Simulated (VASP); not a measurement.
# HgTe (I-4m2) in VASP: further runs

Runs on HgTe. Level: PBEsol. Tasks: single point.

Program: VASP 6.6.1. These are calculated values, not measurements. Logs are shortened: lines on timing, memory, paths and dates and some standing lists are left out, and cuts for length are marked.

### 1 The cell of the first run

The structure is tetragonal, space group I-4m2 (No. 119). Conventional cell: a = 5.988 Å, b = 5.988 Å, c = 3.066 Å, α = 90.00°, β = 90.00°, γ = 90.00°. Within 4.0 Å of Hg (site symmetry -4m2) lie 2 Hg at 3.07 Å and 8 Te at 3.09 to 3.78 Å. Te (site symmetry -4m2) has 2 Te at 3.07 Å and 8 Hg at 3.09 to 3.78 Å within 4.0 Å.

### 2 Single point, PBEsol

INCAR reads:

```
SYSTEM = HgTe
PREC = Accurate
ENCUT = 520
EDIFF = 1E-7
ISMEAR = -1
SIGMA = 0.1
LREAL = .False.
LASPH = .True.
NELM = 100
ALGO = Normal
ISIF = 2
LWAVE = .False.
LCHARG = .True.
GGA = PS
LELF = .True.
LVHAR = .True.
NBANDS = 16
```

KPOINTS reads:

```
regular mesh
0
Gamma
  8 8 8
  0 0 0
```

POSCAR reads:

```
HgTe
1.0
   -2.9939726359      2.9939726359      1.5329742150
    2.9939726359     -2.9939726359      1.5329742150
    2.9939726359      2.9939726359     -1.5329742150
Hg Te
1 1
Direct
    0.2500000000      0.7500000000      0.5000000000
    0.0000000000      0.0000000000      0.0000000000
```

Potentials or basis: VASP PAW PBE potentials, release 64 (Hg, Te).

The run is started by

```sh
$ cat potpaw_PBE.64/Hg/POTCAR potpaw_PBE.64/Te/POTCAR > POTCAR
$ mpirun -np 1 vasp_std > vasp.out
```

OUTCAR:

```text
SYSTEM = HgTe
   PREC = Accurate
   ENCUT = 520
   EDIFF = 1E-7
   ISMEAR = -1
   LREAL = .False.
   LASPH = .True.
   NELM = 100
   ISIF = 2
   GGA = PS

 ion  position               nearest neighbor table
   1  0.250  0.750  0.500-   2 3.09   2 3.09   2 3.09   2 3.09   2 3.78   2 3.78   2 3.78   2 3.78

   2  0.000  0.000  0.000-   1 3.09   1 3.09   1 3.09   1 3.09   1 3.78   1 3.78   1 3.78   1 3.78

  LATTYP: Found a body centered tetragonal cell.
 ALAT       =     5.9879452718
 C/A-ratio  =     0.5120201156

  Lattice vectors:

 A1 = (  -2.9939726359,   2.9939726359,   1.5329742150)
 A2 = (   2.9939726359,  -2.9939726359,   1.5329742150)
 A3 = (   2.9939726359,   2.9939726359,  -1.5329742150)

Analysis of symmetry for initial positions (statically):
=====================================================================
 Subroutine PRICEL returns:
 Original cell was already a primitive cell.

 Routine SETGRP: Setting up the symmetry group for a
 body centered tetragonal supercell.

 Subroutine GETGRP returns: Found  8 space group operations
 (whereof  8 operations were pure point group operations)
 out of a pool of 16 trial point group operations.

The static configuration has the point symmetry D_2d.

Analysis of symmetry for dynamics (positions and initial velocities):
=====================================================================
 Subroutine PRICEL returns:
 Original cell was already a primitive cell.

 Routine SETGRP: Setting up the symmetry group for a
 body centered tetragonal supercell.

 Subroutine GETGRP returns: Found  8 space group operations
 (whereof  8 operations were pure point group operations)
 out of a pool of 16 trial point group operations.

The dynamic configuration has the point symmetry D_2d.

 Subroutine INISYM returns: Found  8 space group operations
 (whereof  8 operations are pure point group operations),
 and found     1 'primitive' translations

----------------------------------------------------------------------------------------

                                     Primitive cell

  volume of cell :      54.9655

  direct lattice vectors                    reciprocal lattice vectors
    -2.993972636  2.993972636  1.532974215     0.000000000  0.167002194  0.326163346
     2.993972636 -2.993972636  1.532974215     0.167002194  0.000000000  0.326163346
     2.993972636  2.993972636 -1.532974215     0.167002194  0.167002194  0.000000000

  length of vectors
     4.503082748  4.503082748  4.503082748     0.366431797  0.366431797  0.236176768

  position of ions in fractional coordinates (direct lattice)
     0.250000000  0.750000000  0.500000000
     0.000000000  0.000000000  0.000000000

  ion indices of the primitive-cell ions
   primitive index   ion index
                 1           1
                 2           2

----------------------------------------------------------------------------------------

 KPOINTS: regular mesh

Automatic generation of k-mesh.
 Grid dimensions read from file:
 generate k-points for:    8    8    8

 Generating k-lattice:

  Cartesian coordinates                     Fractional coordinates (reciprocal lattice)
     0.000000000  0.020875274  0.040770418     0.125000000 -0.000000000  0.000000000
     0.020875274  0.000000000  0.040770418    -0.000000000  0.125000000  0.000000000
     0.020875274  0.020875274  0.000000000     0.000000000  0.000000000  0.125000000

  Length of vectors
     0.045803975  0.045803975  0.029522096

  Shift w.r.t. Gamma in fractional coordinates (k-lattice)
     0.000000000  0.000000000  0.000000000

 Subroutine IBZKPT returns following result:
 ===========================================

 Found     59 irreducible k-points:

 Following reciprocal coordinates:
            Coordinates               Weight
  0.000000  0.000000  0.000000      1.000000
  0.125000  0.000000  0.000000      8.000000
  0.250000  0.000000  0.000000      8.000000
  0.375000  0.000000  0.000000      8.000000
  0.500000  0.000000  0.000000      4.000000
  0.125000  0.125000  0.000000      8.000000
[... 16 lines left out ...]
  0.250000  0.125000  0.125000     16.000000
  0.375000  0.125000  0.125000      8.000000
 [... further k-points ...]
   k-points           NKPTS =     59   k-points in BZ     NKDIM =     59   number of bands    NBANDS=     16
   number of dos      NEDOS =    301   number of ions     NIONS =      2
   total plane-waves  NPLWV =  46656
   dimension x,y,z NGX =    36 NGY =   36 NGZ =   36
   dimension x,y,z NGXF=    72 NGYF=   72 NGZF=   72
   ions per type =               1   1
   NGX,Y,Z   is equivalent  to a cutoff of  13.29, 13.29, 13.29 a.u.
   NGXF,Y,Z  is equivalent  to a cutoff of  26.58, 26.58, 26.58 a.u.
 SYSTEM =  HgTe
   PREC   = accura    normal or accurate (medium, high low for compatibility)
   ISTART =      0    job   : 0-new  1-cont  2-samecut
   ICHARG =      2    charge: 1-file 2-atom 10-const
   ISPIN  =      1    spin polarized calculation?
   LNONCOLLINEAR =      F non collinear calculations
   LSORBIT =      F    spin-orbit coupling
   LASPH  =      T    aspherical Exc in radial PAW
   ENCUT  =  520.0 eV  38.22 Ry    6.18 a.u.   8.37  8.37  8.37*2*pi/ulx,y,z
   NELM   =    100;   NELMIN=  2; NELMDL= -5     # of ELM steps
   EDIFF  = 0.1E-06   stopping-criterion for ELM
   LREAL  =      F    real-space projection
   EDIFFG = 0.1E-05   stopping-criterion for IOM
   NSW    =      0    number of steps for IOM
   IBRION =     -1    ionic relax: 0-MD 1-quasi-New 2-CG
   NFREE  =      0    steps in history (QN), initial steepest desc. (CG)
   ISIF   =      2    stress and relaxation
   ISYM   =      2    0-nonsym 1-usesym 2-fastsym
   POTIM  = 0.5000    time-step for ionic-motion
   TEBEG  =    0.0;   TEEND  =   0.0 temperature during run
   PSTRESS=    0.0 pullay stress
   NELECT =      18.0000    total number of electrons
   NUPDOWN=      -1.0000    fix difference up-down
   EMIN   =  10.00;   EMAX   =-10.00  energy-range for DOS
   EFERMI =   0.00;   METHOD = LEGACY
   ISMEAR =    -1;   SIGMA  =   0.10  broadening in eV -4-tet -1-fermi 0-gaus
   EFERMI_NEDOS =   21; number of points for ismear=-14 and -15
   IALGO  =     38    algorithm
   IMIX   =      4    mixing-type and parameters
     AMIX     =   0.40;   BMIX     =  1.00
     AMIX_MAG =   1.60;   BMIX_MAG =  1.00
  volume/ion in A,a.u.               =      27.48       185.46
  Fermi-wavevector in a.u.,A,eV,Ry     =   1.128415  2.132395 17.324575  1.273320
  Thomas-Fermi vector in A             =   2.265105
   LORBIT       =      0    0 simple, 1 ext, 2 COOP (PROOUT), +10 PAW based schemes
   GGA     = PS    functional components
   LHFCALC =     F    Hartree Fock is set to
   AEXX    =    0.0000 exact exchange contribution
   IVDW    =     0    specifies the selected vdW correction
   LEPSILON=     F    determine dielectric tensor
   LRPA    =     F    only Hartree local field effects (RPA)
 non-spin polarized calculation
  energy-cutoff  :      520.00
  volume of cell :       54.97
 maximum number of plane-waves:      1504
 NGX is ok and might be reduce to    36
   NGX = 17   NGY = 17   NGZ = 17

 number of electron      17.9999998 magnetization

 Free energy of the ion-electron system (eV)
  ---------------------------------------------------
  ext. energy  EPLUGINS =         0.00000000
  ---------------------------------------------------
  free energy    TOTEN  =        -4.18084595 eV

  energy without entropy =       -4.16314354  energy(sigma->0) =       -4.17199475

 E-fermi :   4.8591     XC(G=0): -10.2376

 val. band max:        4.6878090289   @ k =  -0.2500  -0.3750   0.1250
 cond. band min:       4.8623713297   @ k =  -0.2500   0.5000   0.1250
 fundamental gap:      0.1745623007
 Fermi energy:         4.8590634502

 k-point     1 :       0.0000    0.0000    0.0000
  band No.  band energies     occupation
      1      -8.0033      2.00000
      2      -2.7861      2.00000
      3      -2.0304      2.00000
      4      -1.9322      2.00000
      5      -1.4356      2.00000
      6      -1.4356      2.00000
[... 8 lines left out ...]
     15      15.1108      0.00000
     16      16.2575      0.00000

 k-point     2 :       0.1250    0.0000    0.0000
  band No.  band energies     occupation
      1      -7.7384      2.00000
      2      -2.5337      2.00000
      3      -1.9946      2.00000
      4      -1.9561      2.00000
      5      -1.5799      2.00000
      6      -1.5748      2.00000
[... 8 lines left out ...]
     15      14.8850      0.00000
     16      15.1031      0.00000

 k-point     3 :       0.2500    0.0000    0.0000
  band No.  band energies     occupation
      1      -6.9860      2.00000
      2      -2.0349      2.00000
      3      -1.9859      2.00000
      4      -1.8974      2.00000
      5      -1.8340      2.00000
      6      -1.8098      2.00000
[... 8 lines left out ...]
     15      13.5975      0.00000
     16      14.5911      0.00000

 k-point     4 :       0.3750    0.0000    0.0000
  band No.  band energies     occupation
      1      -5.9407      2.00000
      2      -2.2302      2.00000
      3      -2.1301      2.00000
      4      -1.9555      2.00000
      5      -1.7423      2.00000
      6      -1.4211      2.00000
[... 8 lines left out ...]
     15      12.7245      0.00000
     16      16.2046      0.00000
[... 324 lines left out ...]
 k-point    22 :       0.1250    0.1250    0.1250
  band No.  band energies     occupation
      1      -6.8737      2.00000
      2      -2.0892      2.00000
      3      -2.0052      2.00000
      4      -1.9034      2.00000
      5      -1.8583      2.00000
      6      -1.7505      2.00000
[... 8 lines left out ...]
     15      13.2881      0.00000
     16      14.2242      0.00000

 k-point    23 :       0.2500    0.1250    0.1250
  band No.  band energies     occupation
      1      -5.8664      2.00000
      2      -2.2524      2.00000
      3      -2.0988      2.00000
      4      -1.9464      2.00000
      5      -1.7496      2.00000
      6      -1.4738      2.00000
[... 8 lines left out ...]
     15      13.0817      0.00000
     16      14.5270      0.00000

 k-point    24 :       0.3750    0.1250    0.1250
  band No.  band energies     occupation
      1      -5.2651      2.00000
      2      -2.3963      2.00000
      3      -2.1183      2.00000
      4      -1.8729      2.00000
      5      -1.7220      2.00000
      6      -1.4740      2.00000
[... 8 lines left out ...]
     15      13.5381      0.00000
     16      14.5409      0.00000

 [... further k-points ...]
[... 5 lines left out ...]
  --------------------------------------------------------------------------------------
  -------------------------------------------------------------------------------------
  Total       -0.6831577     -0.6831577     -0.1003382      0.0000000      0.0000000      0.0000000
  in kB      -19.9131994    -19.9131994     -2.9247341      0.0000000      0.0000000      0.0000000
  external PRESSURE =     -14.2503776 kB  Pullay stress =       0.0000000 kB

 VOLUME and BASIS-vectors are now :
 -----------------------------------------------------------------------------
  energy-cutoff  :      520.00
  volume of cell :       54.97
      direct lattice vectors                 reciprocal lattice vectors
    -2.993972636  2.993972636  1.532974215     0.000000000  0.167002194  0.326163346
     2.993972636 -2.993972636  1.532974215     0.167002194  0.000000000  0.326163346
     2.993972636  2.993972636 -1.532974215     0.167002194  0.167002194  0.000000000

 POSITION                                       TOTAL-FORCE (eV/Angst)
 -----------------------------------------------------------------------------------
      2.99397      0.00000      0.76649        -0.000000      0.000000     -0.000000
      0.00000      0.00000      0.00000         0.000000     -0.000000      0.000000
 -----------------------------------------------------------------------------------
    total drift:                                0.000000     -0.000000      0.000000

  FREE ENERGIE OF THE ION-ELECTRON SYSTEM (eV)
  ---------------------------------------------------
  free  energy   TOTEN  =        -4.1808459505 eV

  energy  without entropy=       -4.1631435430  energy(sigma->0) =       -4.17199475
```

It took 2.4 min on 1 thread of AMD EPYC 7R13, shared host; peak memory 0.2 GiB.

Results:

* Free energy: -4.1808 eV
* Pressure: -1.4 GPa
* Band gap on the k mesh: zero (band 9 reaches 6.46 eV, above the bottom of band 10 at 3.25 eV)

Levels at points of the mesh, in eV from the Fermi level:
| k point | band 5 | band 6 | band 7 | band 8 | band 9 | band 10 | band 11 | band 12 | band 13 | band 14 |
| --- | --- | --- | --- | --- | --- | --- | --- | --- | --- | --- |
| (0.00, 0.00, 0.00) | -6.29 | -6.29 | -3.53 | -2.66 | -2.66 | 3.67 | 4.46 | 7.00 | 7.00 | 9.19 |
| (0.50, 0.00, 0.00) | -6.56 | -6.36 | -4.77 | -2.03 | -1.21 | -0.26 | 3.28 | 3.64 | 5.92 | 8.14 |
| (0.50, 0.50, 0.00) | -6.27 | -6.27 | -6.23 | -0.94 | 1.60 | 1.80 | 2.84 | 3.48 | 8.89 | 10.46 |
| (0.50, 0.50, 0.50) | -6.26 | -6.22 | -4.70 | -4.70 | -4.61 | 3.29 | 7.32 | 8.28 | 8.28 | 11.93 |

Caveat: the PAW data sets were made with another functional, which shifts forces and pressure a little; spin-orbit coupling is left out, which moves the levels of the heavy elements.

(Continued in part 2 of 2.)
